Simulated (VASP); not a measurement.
# NaI (Fm-3m) in VASP: further runs

Runs on NaI. Level: PBE+D3(BJ). Tasks: single point, relaxation of cell and atoms.

Everything below comes from runs of VASP 6.6.1. Logs are shortened: lines on timing, memory, paths and dates and some standing lists are left out, and cuts for length are marked.

## 1. The cell of the first run

It takes space group Fm-3m (No. 225, cubic). Conventional cell: a = 6.360 Å, b = 6.360 Å, c = 6.360 Å, α = 90.00°, β = 90.00°, γ = 90.00°. Na (site symmetry m-3m) has 6 I at 3.18 Å within 4.2 Å. I (site symmetry m-3m) has 6 Na at 3.18 Å within 4.2 Å.

## 2. Single point, PBE+D3(BJ)

File INCAR:

```
ALGO = Normal
EDIFF = 1E-6
ENCUT = 500
GGA = PE
GGA_COMPAT = F
ISIF = 2
ISMEAR = 0
IVDW = 12
LASPH = T
LCHARG = F
LREAL = F
LWAVE = F
NBANDS = 14
NELM = 120
PREC = Accurate
SIGMA = 0.02
```

File KPOINTS:

```
k-points
0
Gamma
  6 6 6
```

File POSCAR:

```
NaI
1.0
    0.0000000000      3.1801151370      3.1801151370
    3.1801151370      0.0000000000      3.1801151370
    3.1801151370      3.1801151370      0.0000000000
Na I
1 1
Direct
    0.0000000000      0.0000000000      0.0000000000
    0.5000000000      0.5000000000      0.5000000000
```

Potentials or basis: VASP PAW PBE potentials, release 64 (Na_pv, I).

Launch:

```bash
cat potpaw_PBE.64/Na_pv/POTCAR potpaw_PBE.64/I/POTCAR > POTCAR
mpirun -np 1 vasp_std > vasp.out
```

OUTCAR:

```text
EDIFF = 1E-6
   ENCUT = 500
   GGA = PE
   ISIF = 2
   ISMEAR = 0
   IVDW = 12
   LASPH = T
   LREAL = F
   NELM = 120
   PREC = Accurate
 IVDW          = 12

 ion  position               nearest neighbor table
   1  0.000  0.000  0.000-   2 3.18   2 3.18   2 3.18   2 3.18   2 3.18   2 3.18
   2  0.500  0.500  0.500-   1 3.18   1 3.18   1 3.18   1 3.18   1 3.18   1 3.18

  LATTYP: Found a face centered cubic cell.
 ALAT       =     6.3602302740

  Lattice vectors:

 A1 = (   0.0000000000,   3.1801151370,   3.1801151370)
 A2 = (   3.1801151370,   0.0000000000,   3.1801151370)
 A3 = (   3.1801151370,   3.1801151370,   0.0000000000)

Analysis of symmetry for initial positions (statically):
=====================================================================
 Subroutine PRICEL returns:
 Original cell was already a primitive cell.

 Routine SETGRP: Setting up the symmetry group for a
 face centered cubic supercell.

 Subroutine GETGRP returns: Found 48 space group operations
 (whereof 48 operations were pure point group operations)
 out of a pool of 48 trial point group operations.

The static configuration has the point symmetry O_h .

Analysis of symmetry for dynamics (positions and initial velocities):
=====================================================================
 Subroutine PRICEL returns:
 Original cell was already a primitive cell.

 Routine SETGRP: Setting up the symmetry group for a
 face centered cubic supercell.

 Subroutine GETGRP returns: Found 48 space group operations
 (whereof 48 operations were pure point group operations)
 out of a pool of 48 trial point group operations.

The dynamic configuration has the point symmetry O_h .

 Subroutine INISYM returns: Found 48 space group operations
 (whereof 48 operations are pure point group operations),
 and found     1 'primitive' translations

----------------------------------------------------------------------------------------

                                     Primitive cell

  volume of cell :      64.3219

  direct lattice vectors                    reciprocal lattice vectors
     0.000000000  3.180115137  3.180115137    -0.157227012  0.157227012  0.157227012
     3.180115137  0.000000000  3.180115137     0.157227012 -0.157227012  0.157227012
     3.180115137  3.180115137  0.000000000     0.157227012  0.157227012 -0.157227012

  length of vectors
     4.497361957  4.497361957  4.497361957     0.272325173  0.272325173  0.272325173

  position of ions in fractional coordinates (direct lattice)
     0.000000000  0.000000000  0.000000000
     0.500000000  0.500000000  0.500000000

  ion indices of the primitive-cell ions
   primitive index   ion index
                 1           1
                 2           2

----------------------------------------------------------------------------------------

 KPOINTS: k-points

Automatic generation of k-mesh.
 Grid dimensions read from file:
 generate k-points for:    6    6    6

 Generating k-lattice:

  Cartesian coordinates                     Fractional coordinates (reciprocal lattice)
    -0.026204502  0.026204502  0.026204502     0.166666667  0.000000000  0.000000000
     0.026204502 -0.026204502  0.026204502     0.000000000  0.166666667  0.000000000
     0.026204502  0.026204502 -0.026204502     0.000000000  0.000000000  0.166666667

  Length of vectors
     0.045387529  0.045387529  0.045387529

  Shift w.r.t. Gamma in fractional coordinates (k-lattice)
     0.000000000  0.000000000  0.000000000

 Subroutine IBZKPT returns following result:
 ===========================================

 Found     16 irreducible k-points:

 Following reciprocal coordinates:
            Coordinates               Weight
  0.000000  0.000000  0.000000      1.000000
  0.166667  0.000000  0.000000      8.000000
  0.333333  0.000000  0.000000      8.000000
  0.500000  0.000000  0.000000      4.000000
  0.166667  0.166667  0.000000      6.000000
  0.333333  0.166667  0.000000     24.000000
[... 8 lines left out ...]
 -0.333333  0.333333  0.166667     24.000000
 -0.333333  0.500000  0.166667     12.000000
   k-points           NKPTS =     16   k-points in BZ     NKDIM =     16   number of bands    NBANDS=     14
   number of dos      NEDOS =    301   number of ions     NIONS =      2
   total plane-waves  NPLWV =  46656
   dimension x,y,z NGX =    36 NGY =   36 NGZ =   36
   dimension x,y,z NGXF=    72 NGYF=   72 NGZF=   72
   ions per type =               1   1
   NGX,Y,Z   is equivalent  to a cutoff of  13.31, 13.31, 13.31 a.u.
   NGXF,Y,Z  is equivalent  to a cutoff of  26.61, 26.61, 26.61 a.u.
 SYSTEM =  unknown system
   PREC   = accura    normal or accurate (medium, high low for compatibility)
   ISTART =      0    job   : 0-new  1-cont  2-samecut
   ICHARG =      2    charge: 1-file 2-atom 10-const
   ISPIN  =      1    spin polarized calculation?
   LNONCOLLINEAR =      F non collinear calculations
   LSORBIT =      F    spin-orbit coupling
   LASPH  =      T    aspherical Exc in radial PAW
   ENCUT  =  500.0 eV  36.75 Ry    6.06 a.u.   8.20  8.20  8.20*2*pi/ulx,y,z
   NELM   =    120;   NELMIN=  2; NELMDL= -5     # of ELM steps
   EDIFF  = 0.1E-05   stopping-criterion for ELM
   LREAL  =      F    real-space projection
   EDIFFG = 0.1E-04   stopping-criterion for IOM
   NSW    =      0    number of steps for IOM
   IBRION =     -1    ionic relax: 0-MD 1-quasi-New 2-CG
   NFREE  =      0    steps in history (QN), initial steepest desc. (CG)
   ISIF   =      2    stress and relaxation
   ISYM   =      2    0-nonsym 1-usesym 2-fastsym
   POTIM  = 0.5000    time-step for ionic-motion
   TEBEG  =    0.0;   TEEND  =   0.0 temperature during run
   PSTRESS=    0.0 pullay stress
   NELECT =      14.0000    total number of electrons
   NUPDOWN=      -1.0000    fix difference up-down
   EMIN   =  10.00;   EMAX   =-10.00  energy-range for DOS
   EFERMI =   0.00;   METHOD = LEGACY
   ISMEAR =     0;   SIGMA  =   0.02  broadening in eV -4-tet -1-fermi 0-gaus
   EFERMI_NEDOS =   21; number of points for ismear=-14 and -15
   IALGO  =     38    algorithm
   IMIX   =      4    mixing-type and parameters
     AMIX     =   0.40;   BMIX     =  1.00
     AMIX_MAG =   1.60;   BMIX_MAG =  1.00
  volume/ion in A,a.u.               =      32.16       217.03
  Fermi-wavevector in a.u.,A,eV,Ry     =   0.984762  1.860931 13.194337  0.969756
  Thomas-Fermi vector in A             =   2.116019
   LORBIT       =      0    0 simple, 1 ext, 2 COOP (PROOUT), +10 PAW based schemes
   GGA     = PE    functional components
   LHFCALC =     F    Hartree Fock is set to
   AEXX    =    0.0000 exact exchange contribution
   IVDW    =    12    specifies the selected vdW correction
   LEPSILON=     F    determine dielectric tensor
   LRPA    =     F    only Hartree local field effects (RPA)
 non-spin polarized calculation
 Gauss-broadening in eV      SIGMA  =   0.02
  energy-cutoff  :      500.00
  volume of cell :       64.32
 maximum number of plane-waves:      1660
 NGX is ok and might be reduce to    36
   NGX = 17   NGY = 17   NGZ = 17

 number of electron      14.0000003 magnetization

 Free energy of the ion-electron system (eV)
  ---------------------------------------------------
  ext. energy  EPLUGINS =         0.00000000
  ---------------------------------------------------
  free energy    TOTEN  =        -5.36481381 eV

  energy without entropy =       -5.36481381  energy(sigma->0) =       -5.36481381

 E-fermi :   1.3330     XC(G=0):  -7.9189

 val. band max:        1.1853671838   @ k =   0.0000   0.0000   0.0000
 cond. band min:       4.9725580975   @ k =   0.0000   0.0000   0.0000
 fundamental gap:      3.7871909137
 Fermi energy:         1.3329904600

 k-point     1 :       0.0000    0.0000    0.0000
  band No.  band energies     occupation
      1     -21.1992      2.00000
      2     -21.1992      2.00000
      3     -21.1992      2.00000
      4      -9.9748      2.00000
      5       1.1854      2.00000
      6       1.1854      2.00000
      7       1.1854      2.00000
      8       4.9726      0.00000
      9       9.1118      0.00000
     10       9.1118      0.00000
     11       9.1118      0.00000
     12      11.0188      0.00000
     13      11.0188      0.00000
     14      11.6519      0.00000

 k-point     2 :       0.1667    0.0000    0.0000
  band No.  band energies     occupation
      1     -21.2009      2.00000
      2     -21.1993      2.00000
      3     -21.1993      2.00000
      4      -9.8888      2.00000
      5       0.3868      2.00000
      6       1.1007      2.00000
      7       1.1007      2.00000
      8       5.8104      0.00000
      9       8.6523      0.00000
     10       9.3256      0.00000
     11       9.3256      0.00000
     12      10.5112      0.00000
     13      10.5112      0.00000
     14      12.1760      0.00000

 k-point     3 :       0.3333    0.0000    0.0000
  band No.  band energies     occupation
      1     -21.2044      2.00000
      2     -21.1995      2.00000
      3     -21.1995      2.00000
      4      -9.7052      2.00000
      5      -0.7320      2.00000
      6       0.9434      2.00000
      7       0.9434      2.00000
      8       6.3480      0.00000
      9       8.9305      0.00000
     10       8.9305      0.00000
     11       9.4427      0.00000
     12      11.4711      0.00000
     13      11.5771      0.00000
     14      11.5771      0.00000
[... 188 lines left out ...]
 k-point    15 :      -0.3333    0.3333    0.1667
  band No.  band energies     occupation
      1     -21.2041      2.00000
      2     -21.2020      2.00000
      3     -21.2006      2.00000
      4      -9.5330      2.00000
      5      -0.6927      2.00000
      6      -0.1036      2.00000
      7       0.4706      2.00000
      8       7.3008      0.00000
      9       7.8974      0.00000
     10       9.1802      0.00000
     11       9.8216      0.00000
     12      11.7808      0.00000
     13      13.2306      0.00000
     14      14.3745      0.00000

 k-point    16 :      -0.3333    0.5000    0.1667
  band No.  band energies     occupation
      1     -21.2036      2.00000
      2     -21.2021      2.00000
      3     -21.2015      2.00000
      4      -9.5103      2.00000
      5      -0.6425      2.00000
      6      -0.0297      2.00000
      7       0.2085      2.00000
      8       6.6307      0.00000
      9       7.6635      0.00000
     10       9.9152      0.00000
     11       9.9757      0.00000
     12      13.1095      0.00000
     13      13.9138      0.00000
     14      14.1196      0.00000

------------------------ aborting loop because EDIFF is reached ----------------------------------------

 Edisp (eV)   -0.53510

 E8    (eV) :    -0.2479

  FORCE on cell =-STRESS in cart. coord.  units (eV):
  Direction    XX          YY          ZZ          XY          YZ          ZX
  --------------------------------------------------------------------------------------
  -------------------------------------------------------------------------------------
  Total       0.00579     0.00579     0.00579     0.00000    -0.00000     0.00000
  in kB       0.14420     0.14420     0.14420     0.00000    -0.00000     0.00000
  external pressure =        0.14 kB  Pullay stress =        0.00 kB

 VOLUME and BASIS-vectors are now :
 -----------------------------------------------------------------------------
  energy-cutoff  :      500.00
  volume of cell :       64.32
      direct lattice vectors                 reciprocal lattice vectors
     0.000000000  3.180115137  3.180115137    -0.157227012  0.157227012  0.157227012
     3.180115137  0.000000000  3.180115137     0.157227012 -0.157227012  0.157227012
     3.180115137  3.180115137  0.000000000     0.157227012  0.157227012 -0.157227012

 POSITION                                       TOTAL-FORCE (eV/Angst)
 -----------------------------------------------------------------------------------
      0.00000      0.00000      0.00000         0.000000      0.000000      0.000000
      3.18012      3.18012      3.18012        -0.000000     -0.000000     -0.000000
 -----------------------------------------------------------------------------------
    total drift:                                0.000000      0.000000      0.000000

  FREE ENERGIE OF THE ION-ELECTRON SYSTEM (eV)
  ---------------------------------------------------
  free  energy   TOTEN  =        -5.8999182781 eV

  energy  without entropy=       -5.8999182781  energy(sigma->0) =       -5.89991828
```

Run time: 22 s. Hardware: 1 thread of Intel Xeon 8259CL, shared host; peak memory 0.21 GiB.

What came out:

```
Free energy                : -5.8999 eV
Pressure                   : 0.0 GPa
Band gap on the k mesh     : 3.79 eV, direct
Dispersion energy per atom : -0.268 eV
```

Levels at points of the mesh, in eV from the valence-band top:
| k point | band 3 | band 4 | band 5 | band 6 | band 7 | band 8 | band 9 | band 10 | band 11 | band 12 |
| --- | --- | --- | --- | --- | --- | --- | --- | --- | --- | --- |
| (0.00, 0.00, 0.00) | -22.38 | -11.16 | 0.00 | 0.00 | 0.00 | 3.79 | 7.93 | 7.93 | 7.93 | 9.83 |
| (0.50, 0.00, 0.00) | -22.39 | -10.79 | -2.37 | -0.32 | -0.32 | 5.10 | 7.49 | 7.49 | 9.12 | 10.44 |
| (0.50, 0.50, 0.00) | -22.39 | -10.70 | -2.08 | -0.82 | -0.82 | 4.53 | 5.45 | 10.21 | 11.62 | 11.62 |

Caveat: spin-orbit coupling is left out, which moves the levels of the heavy elements.

(Part 1 of 2 ends here.)
